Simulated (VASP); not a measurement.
GaGe3:

```xyz
4
Lattice="0.0000 3.3872 3.3872 3.3872 0.0000 3.3872 3.3872 3.3872 0.0000" Properties=species:S:1:pos:R:3 pbc="T T T"
Ge    3.3730    3.3939    3.4160
Ge    5.0738    5.0998    5.1187
Ge    1.7175    1.6971    1.7076
Ga   -0.0238    0.0694   -0.0266
```

This cell differs from its parent crystal: atoms moved at random.

Base run:

| Item | Value |
| --- | --- |
| Program | VASP 6.6.1 |
| Functional | PBE |
| Potentials or basis | VASP PAW PBE potentials, release 64 (Ge_d, Ga_d) |
| Cutoff | 520 eV |
| k mesh | 7 × 7 × 7 |
| Occupations | fermi-dirac, width 0.05 eV |
| Spin | no spin polarisation |

Its results: pressure -0.3 GPa; largest force 0.175 eV/Å.

Problem. The run is repeated on the same cell with these changes: functional from PBE to PBEsol. What comes out?

Solution. Pressure -3.7 GPa; largest force 0.156 eV/Å.

PBEsol binds more tightly than PBE, so the same cell stands under less pressure.

Caveats: the PAW data sets were made with another functional, which shifts forces and pressure a little (some runs).
